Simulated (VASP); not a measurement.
## TlZnBr3: single point with r2SCAN

The system is TlZnBr3.

```xyz
5
Lattice="5.1224 0.0000 0.0000 0.0000 5.1224 0.0000 0.0000 0.0000 5.1224" Properties=species:S:1:pos:R:3 pbc="T T T"
Tl    0.0000    0.0000    0.0000
Zn    2.5612    2.5612    2.5612
Br    2.5612    2.5612    0.0000
Br    2.5612    0.0000    2.5612
Br    0.0000    2.5612    2.5612
```

This cell differs from its parent crystal: strain -1.5%.

```
Program                : VASP 6.6.1
Task                   : single point
Functional             : r2SCAN
Potentials or basis    : VASP PAW PBE potentials, release 64 (Tl_d, Zn, Br)
Cutoff                 : 520 eV
k mesh                 : 6 × 6 × 6
Occupations            : gaussian, width 0.01 eV
Spin                   : no spin polarisation
Dipole correction      : no
Further INCAR settings : ALGO = Normal; EDIFF = 1e-06; NBANDS = 31
```

```
Pressure               : 1.8 GPa
Band gap on the k mesh : 1.00 eV, indirect (least direct gap 1.76 eV)
```

Levels at points of the mesh, in eV from the valence-band top:
| k point | band 21 | band 22 | band 23 | band 24 | band 25 | band 26 |
| --- | --- | --- | --- | --- | --- | --- |
| (0.00, 0.00, 0.00) | -0.76 | -0.76 | -0.76 | 1.00 | 6.56 | 6.56 |
| (0.50, 0.00, 0.00) | -0.73 | -0.73 | -0.57 | 3.57 | 4.54 | 5.56 |
| (0.50, 0.50, 0.00) | -1.07 | -0.24 | 0.00 | 4.54 | 5.34 | 5.34 |
| (0.50, 0.50, 0.50) | -0.01 | -0.01 | -0.01 | 6.07 | 6.07 | 6.07 |

Run time: 100 s on 1 thread of Intel(R) Xeon(R) 6975P-C (Granite Rapids) (shared host), peak memory 0.3 GiB.

Caveat: the cell differs from its parent crystal (strain -1.5%); the PAW data sets were made with another functional, which shifts forces and pressure a little; spin-orbit coupling is left out, which moves the levels of the heavy elements. A k mesh can miss the band edges.
